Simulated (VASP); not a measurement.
Here is a VASP 6.6.1 calculation.

The input INCAR:

```
  ALGO = Normal
  EDIFF = 1E-7
  ENCUT = 520
  GGA = PE
  ISIF = 2
  ISMEAR = -1
  LASPH = T
  LCHARG = F
  LREAL = F
  LWAVE = F
  NBANDS = 11
  NELM = 80
  PREC = Accurate
  SIGMA = 0.08
```

The input KPOINTS:

```
k-points
0
Gamma
  18 18 18
```

The input POSCAR:

```
MgO
1.0
    0.0000000000      1.8137152774      1.8137152774
    1.8137152774      0.0000000000      1.8137152774
    1.8137152774      1.8137152774      0.0000000000
Mg O
1 1
Direct
    0.0000000000      0.0000000000      0.0000000000
    0.5000000000      0.5000000000      0.5000000000
```

Potentials or basis: VASP PAW PBE potentials, release 64 (Mg, O).

Run with:

```sh
$ cat potpaw_PBE.64/Mg/POTCAR potpaw_PBE.64/O/POTCAR > POTCAR
$ mpirun -np 1 vasp_std > vasp.out
```

Problem. Predict the band gap on the k mesh.

Solution. 9.17 eV, indirect (least direct gap 10.48 eV).

Problem. Predict the pressure.

Solution. 193.5 GPa.

A k mesh can miss the band edges.
